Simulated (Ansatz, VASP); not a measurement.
**TiB5 in VASP and in Ansatz**

```
Ti B
1.0
     0.00000    2.81672    2.81672
     2.81672    0.00000    2.81672
     2.81672    2.81672    0.00000
Ti B
1 5
Direct
  0.00000 0.00000 0.00000
  0.75000 0.75000 0.75000
  0.38073 0.38073 0.85780
  0.38073 0.85780 0.38073
  0.38073 0.38073 0.38073
  0.85780 0.38073 0.38073
```

Change from the starting cell: species swapped into the TmCu5 type (F-43m, No. 216).

Alike in both runs: functional PBE; k mesh 12 × 12 × 12; occupations gaussian, width 0.1 eV; no spin polarisation.

Ansatz relaxed the structure, and its values are those at the end. VASP's run is a single point on that final structure, the one shown.

|  | VASP | Ansatz |
| --- | --- | --- |
| version | VASP 6.6.1 | Ansatz 0.2.0 |
| potentials or method | VASP PAW PBE potentials, release 64 (Ti_sv, B), cutoff 520 eV | scalar-relativistic, plane waves, PAW |
| valence electrons in the cell | 27 | 27 |

```tsv
	VASP	Ansatz	Ansatz less VASP
gap on the k mesh at the Fermi level (eV)	none	none	-
pressure (GPa)	0.0	0.0	+0.04
```

A gap of «none» marks a metal or a gap that the smearing closes.
